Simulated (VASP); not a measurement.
A run of VASP 6.6.1 is set up as follows.

File POSCAR:

```
TiAl
1.0
    3.0180000000      0.0000000000      0.0000000000
    0.0000000000      3.0180000000      0.0000000000
    0.0000000000      0.0000000000      3.0180000000
Ti Al
1 1
Direct
    0.5000000000      0.5000000000      0.5000000000
    0.0000000000      0.0000000000      0.0000000000
```

Contents of INCAR.step1:

```
ALGO     = Normal         # electronic algorithm
EDIFF    = 1E-5           # SCF threshold, eV
ENCUT    = 550            # plane-wave cutoff, eV
GGA      = PE             # functional
GGA_COMPAT= F            
ISMEAR   = 0              # smearing method
LASPH    = T              # aspherical terms in the spheres
LCHARG   = F              # write CHGCAR
LREAL    = F              # projectors in reciprocal space
LWAVE    = T              # write WAVECAR
NBANDS   = 14             # bands
NELM     = 120            # most SCF steps
PREC     = Accurate       # precision mode
SIGMA    = 0.1            # smearing width, eV
```

File INCAR.step2:

```
ALGO     = Normal         # electronic algorithm
EDIFF    = 1E-6           # SCF threshold, eV
ENCUT    = 550            # plane-wave cutoff, eV
GGA_COMPAT= F            
ISIF     = 2              # what is computed and relaxed
ISMEAR   = 0              # smearing method
ISTART   = 1            
LASPH    = T              # aspherical terms in the spheres
LCHARG   = F              # write CHGCAR
LMIXTAU  = T            
LREAL    = F              # projectors in reciprocal space
LWAVE    = F              # write WAVECAR
METAGGA  = R2SCAN         # meta-GGA
NBANDS   = 14             # bands
NELM     = 120            # most SCF steps
PREC     = Accurate       # precision mode
SIGMA    = 0.1            # smearing width, eV
```

File KPOINTS:

```
k-points
0
Gamma
  7 7 7
```

Potentials or basis: VASP PAW PBE potentials, release 64 (Ti_sv, Al).

Run with:

```console
$ cat potpaw_PBE.64/Ti_sv/POTCAR potpaw_PBE.64/Al/POTCAR > POTCAR
$ cp INCAR.step1 INCAR
$ mpirun -np 1 vasp_std > vasp.out
$ cp INCAR.step2 INCAR
$ mpirun -np 1 vasp_std > vasp.out
```

Question: Predict the pressure.

Answer: 24.0 GPa.

Caveat: the PAW data sets were made with another functional, which shifts forces and pressure a little.
